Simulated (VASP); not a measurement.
Here is a VASP 6.6.1 calculation.

File INCAR:

```
SYSTEM = Zn7O
PREC = Accurate ; ENCUT = 600
EDIFF = 1E-6 ; ISMEAR = 0
SIGMA = 0.1 ; LREAL = .FALSE.
LASPH = .TRUE. ; NELM = 80
ALGO = Normal ; ISIF = 3
LWAVE = .FALSE. ; LCHARG = .FALSE.
GGA = PE ; IBRION = 2
NSW = 100 ; EDIFFG = -0.01
```

File KPOINTS:

```
Automatic mesh
0
G
  12 12 2
  0 0 0
```

Contents of POSCAR:

```
Zn7O
1.0
    2.9168950109      0.0000000000      0.0000000000
   -1.4584475054      2.5261051796      0.0000000000
    0.0000000000      0.0000000000     15.4403062468
Zn O
7 1
Direct
    0.6666666667      0.3333333333      0.9123726825
    0.3333333333      0.6666666667      0.0876273175
    0.0000000000      0.0000000000      0.2238310074
    0.3333333333      0.6666666667      0.3620519494
    0.0000000000      0.0000000000      0.7761689926
    0.6666666667      0.3333333333      0.6379480506
    0.0000000000      0.0000000000      0.5000000000
    0.0000000000      0.0000000000      0.0000000000
```

Potentials or basis: VASP PAW PBE potentials, release 64 (Zn, O).

The run is started by

```sh
$ cat potpaw_PBE.64/Zn/POTCAR potpaw_PBE.64/O/POTCAR > POTCAR
$ mpirun -np 1 vasp_std > vasp.out
```

Problem. What does it give for the relaxed cell?

Solution. a = 2.931 Å, b = 2.931 Å, c = 15.330 Å, α = 90.00°, β = 90.00°, γ = 120.00°.

Problem. Estimate the relaxed volume.

Solution. 14.26 Å³/atom.

Final structure:
```
Zn O
1.0
     2.93107    0.00000    0.00000
    -1.46554    2.53838    0.00000
     0.00000    0.00000   15.33011
Zn O
7 1
Cartesian
  1.4655 0.8461 13.9770
  0.0000 1.6923 1.3531
  0.0000 0.0000 3.4380
  0.0000 1.6923 5.5352
  0.0000 0.0000 11.8921
  1.4655 0.8461 9.7949
  0.0000 0.0000 7.6651
  0.0000 0.0000 15.3301
```
